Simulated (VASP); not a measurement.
Write the native input for VASP 6.6.1 that does the following.

```yaml
Task: single point
Functional: PBEsol
Potentials_or_basis: VASP PAW PBE potentials, release 64 (Rh_pv)
Cutoff: 520 eV
k_mesh: 12 × 12 × 7
Occupations: fermi-dirac, width 0.1 eV
Spin: no spin polarisation
Dipole_correction: no
Further_INCAR_settings: ALGO = Normal; EDIFF = 1e-06; NBANDS = 22
```

The structure of Rh lies in POSCAR:

```
Rh
1.0
    2.6940693538      0.0000000000      0.0000000000
   -1.3470351702      2.3331323113      0.0000000000
    0.0000000000      0.0000000000      4.3686372171
Rh
2
Direct
    0.6666666667      0.3333333333      0.7500000000
    0.3333333333      0.6666666667      0.2500000000
```

These files were run (other wordings do the same):

INCAR

```
PREC = Accurate ; ENCUT = 520
EDIFF = 1E-6 ; ISMEAR = -1
SIGMA = 0.1 ; LREAL = False
LASPH = True ; NELM = 100
ALGO = Normal ; ISIF = 2
LWAVE = False ; LCHARG = False
GGA = PS ; NBANDS = 22
```

KPOINTS

```
Automatic mesh
0
Gamma
  12 12 7
```

Potentials or basis: VASP PAW PBE potentials, release 64 (Rh_pv).

Command:

```console
$ cat potpaw_PBE.64/Rh_pv/POTCAR > POTCAR
$ mpirun -np 1 vasp_std > vasp.out
```

Results of the run:

The pressure is -3.4 GPa. The band gap on the k mesh is zero (band 15 reaches 12.51 eV, above the bottom of band 16 at 10.07 eV).

Caveat: the PAW data sets were made with another functional, which shifts forces and pressure a little.

Run time: 16 s on 1 thread of Intel(R) Xeon(R) Platinum 8559C (Emerald Rapids), with other jobs on the host, peak memory 0.15 GiB.
